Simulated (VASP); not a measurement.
Input of a VASP 6.6.1 run:

INCAR

```
SYSTEM = Cr
PREC = Accurate
ENCUT = 520
EDIFF = 1E-7
ISMEAR = 0
SIGMA = 0.05
LREAL = .FALSE.
LASPH = .TRUE.
NELM = 80
ALGO = Normal
ISIF = 2
LWAVE = .FALSE.
LCHARG = .FALSE.
GGA = CA
NBANDS = 12
```

KPOINTS

```
regular mesh
0
G
  22 22 22
  0 0 0
```

File POSCAR:

```
Cr
1.0
   -1.3753891008      1.3753891008      1.3753891008
    1.3753891008     -1.3753891008      1.3753891008
    1.3753891008      1.3753891008     -1.3753891008
Cr
1
Direct
    0.0000000000      0.0000000000      0.0000000000
```

Potentials or basis: VASP PAW LDA potentials, release 64 (Cr_pv).

The run is started by

```sh
$ cat potpaw_LDA.64/Cr_pv/POTCAR > POTCAR
$ mpirun -np 1 vasp_std > vasp.out
```

**Question.** Predict the band gap on the k mesh.

**Answer.** Zero (band 6 reaches 15.22 eV, above the bottom of band 7 at 11.30 eV).

**Question.** What does it give for the pressure?

**Answer.** 13.6 GPa.

Caveat: the run has no spin polarisation, though such a crystal can be magnetic. Spin polarisation is off, so any magnetic state and its effect on volume and gap are missing.
